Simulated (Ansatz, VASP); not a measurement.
# GdMn3 in VASP and in Ansatz

File INCAR:

```
SYSTEM = GdMn3
PREC     = Accurate       ! precision mode
ENCUT    = 520            ! plane-wave cutoff, eV
EDIFF    = 1E-6           ! SCF threshold, eV
ISMEAR   = 0              ! smearing method
SIGMA    = 0.05           ! smearing width, eV
LREAL    = .FALSE.        ! projectors in reciprocal space
LASPH    = .TRUE.         ! aspherical terms in the spheres
NELM     = 150            ! most SCF steps
ALGO     = Normal         ! electronic algorithm
ISIF     = 2              ! what is computed and relaxed
LWAVE    = .FALSE.        ! write WAVECAR
LCHARG   = .TRUE.         ! write CHGCAR
ISPIN    = 2              ! spin polarisation
MAGMOM   = 7.96 -3.7 -3.7 -3.7 ! initial moments
LORBIT   = 11             ! projections on sites
LMAXMIX  = 6              ! l up to which the mixer works
LDAU     = .TRUE.         ! DFT+U
LDAUTYPE = 2            
LDAUL    = 3 -1           ! shell
LDAUU    = 6 0            ! U, eV
LDAUJ    = 0 0          
LDAUPRINT= 1            
GGA      = PE             ! functional
LELF     = .TRUE.         ! ELF
LVHAR    = .TRUE.       
NBANDS   = 40             ! bands
```

KPOINTS

```
Automatic mesh
0
G
  4 4 4
  0 0 0
```

The input POSCAR:

```
GdMn3
1.0
    4.1305773977      0.0000000000      0.0000000000
    0.0000000000      4.1305773977      0.0000000000
    0.0000000000      0.0000000000      4.1305773977
Gd Mn
1 3
Direct
    0.0000000000      0.0000000000      0.0000000000
    0.0000000000      0.5000000000      0.5000000000
    0.5000000000      0.5000000000      0.0000000000
    0.5000000000      0.0000000000      0.5000000000
```

Input for Ansatz:

```yaml
crystal:
  lattice:
    - [4.1305773977, 0.0, 0.0]
    - [0.0, 4.1305773977, 0.0]
    - [0.0, 0.0, 4.1305773977]
  atoms:
    - { symbol: Gd, position: [0.0, 0.0, 0.0], spin: 7.96 }
    - { symbol: Mn, position: [0.0, 0.5, 0.5], spin: -3.7 }
    - { symbol: Mn, position: [0.5, 0.5, 0.0], spin: -3.7 }
    - { symbol: Mn, position: [0.5, 0.0, 0.5], spin: -3.7 }
basis:
  ecutwfc: 420
  ecutrho_ratio: 4
kpoints:
  mp_grid: { grid: [4, 4, 4] }
hamiltonian:
  xc: pbe
  hubbard: { sites: [{ species: Gd, l: f, u_eff: 6.0 }] }
scf:
  occupations: { method: gaussian, width: 0.05 }
  lower_state_search: "off"
output:
  forces: true
  stress: true
  eigenvalues: true
  populations: true
  hubbard: { sites: [{ species: Gd, l: f }] }
magnetization:
  spin_polarized: true
```

Alike in both runs: task single point; functional PBE; k mesh 4 × 4 × 4; occupations gaussian, width 0.05 eV; collinear spin; Hubbard terms Gd f U = 6.0 eV.

```csv
,VASP,Ansatz
version,VASP 6.6.1,Ansatz 0.2.0
potentials or method,"VASP PAW PBE potentials, release 64 (Gd, Mn_pv), cutoff 520 eV","scalar-relativistic, plane waves, PAW"
valence electrons in the cell,57,63
```

|  | VASP | Ansatz | Ansatz less VASP |
| --- | --- | --- | --- |
| gap on the k mesh at the Fermi level (eV) | none | none | - |
| pressure (GPa) | -0.1 | -0.2 | -0.15 |
| net moment per atom (μB) | 0.73 | 0.73 | +0.004 |
| size of the moment on the site where the two differ most (μB) | 7.04 | 7.20 | +0.160 |

Site moments also hang on the region over which each program counts them. The programs project onto different local orbitals, so the same U acts differently, and such runs can settle in different states. A gap of «none» marks a metal or a gap that the smearing closes. VASP's potentials hold 57 valence electrons a cell and Ansatz's 63, so a difference there can come from the potentials and not from the codes. Ansatz's warnings: filled band counts differ across k points.

The k mesh is coarse, so the values compare programs but aren't converged. Spin-orbit coupling is off throughout.
